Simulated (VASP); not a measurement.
Crystal: BeZn2O3.

```
Be Zn O
1.0
     3.61254    0.00000    0.00000
     0.00000    3.61254    0.00000
     0.00000    0.00000    5.32185
Be Zn O
1 2 3
Direct
  0.50000 0.50000 0.10426
  0.00000 0.00000 0.37951
  0.50000 0.50000 0.77950
  0.50000 0.00000 0.06005
  0.00000 0.50000 0.06005
  0.50000 0.50000 0.46779
```

- Program: VASP 6.6.1
- Task: relaxation of cell and atoms
- Functional: PBE
- Potentials or basis: VASP PAW PBE potentials, release 64 (Be, Zn, O)
- Cutoff: 600 eV
- k mesh: 3 × 3 × 2
- Occupations: gaussian, width 0.15 eV
- Spin: no spin polarisation

At the start: pressure 0.3 GPa; volume 11.58 Å³/atom.

Problem. Where does the relaxation end?

Solution. Over 35 steps the energy falls by 595.0 meV/atom and the volume is 12.88 Å³/atom (+11.2 %); space group P4mm (No. 99, to 0.05 Å).

Step by step:
```csv
step,energy change (eV),largest force (eV/Å),pressure (GPa),volume (Å³)
1,0.0000,8.3754,0.31,69.45
2,-1.2856,5.4208,-4.22,69.02
3,-1.9864,2.1116,-8.62,69.35
4,-1.9873,2.1363,-8.64,69.36
5,-2.4050,2.0110,0.89,63.81
6,-2.4406,1.8256,6.10,61.69
7,-2.7279,1.2644,9.16,61.33
8,-2.7567,2.0919,12.24,61.09
9,-2.9660,2.3055,8.75,63.34
10,-3.1818,2.6446,3.64,67.74
11,-3.1771,3.5072,-2.19,77.07
12,-3.4793,1.5675,-2.37,80.21
13,-3.4814,1.7071,-2.28,80.48
14,-3.5500,0.4957,-1.18,79.56
15,-3.5500,0.5081,-1.15,79.54
16,-3.5585,0.1133,-0.09,78.92
17,-3.5586,0.1294,0.06,78.84
18,-3.5614,0.1377,0.05,78.72
19,-3.5620,0.1562,0.03,78.62
20,-3.5629,0.1320,-0.05,78.60
21,-3.5644,0.0846,-0.28,78.54
22,-3.5655,0.1183,-0.14,78.31
23,-3.5658,0.2296,0.15,77.92
24,-3.5659,0.1649,0.06,78.06
25,-3.5663,0.1149,0.07,77.97
26,-3.5669,0.1229,0.12,77.79
27,-3.5664,0.1854,0.19,77.42
28,-3.5669,0.1322,0.14,77.69
29,-3.5673,0.1077,0.11,77.68
30,-3.5682,0.1096,0.05,77.62
31,-3.5689,0.2169,-0.09,77.50
32,-3.5693,0.1480,-0.11,77.47
33,-3.5698,0.1141,-0.11,77.38
34,-3.5699,0.0806,-0.13,77.35
35,-3.5701,0.0356,-0.11,77.25
```

Final structure:
```yaml
crystal:
  lattice:
    - [3.75647, 0.00000, 0.00000]
    - [0.00000, 3.75647, 0.00000]
    - [0.00000, 0.00000, 5.47464]
  atoms:
    - { symbol: Be, position: [0.50000, 0.50000, 0.22997] }
    - { symbol: Zn, position: [0.00000, 0.00000, 0.17978] }
    - { symbol: Zn, position: [0.50000, 0.50000, 0.82081] }
    - { symbol: O, position: [0.50000, 0.00000, 0.06444] }
    - { symbol: O, position: [0.00000, 0.50000, 0.06444] }
    - { symbol: O, position: [0.50000, 0.50000, 0.49173] }
```

Caveat: the k points lie up to 0.57 Å⁻¹ apart in the final cell; the relaxation stopped at a loose force limit of 0.08 eV/Å, so its end isn't a converged minimum.
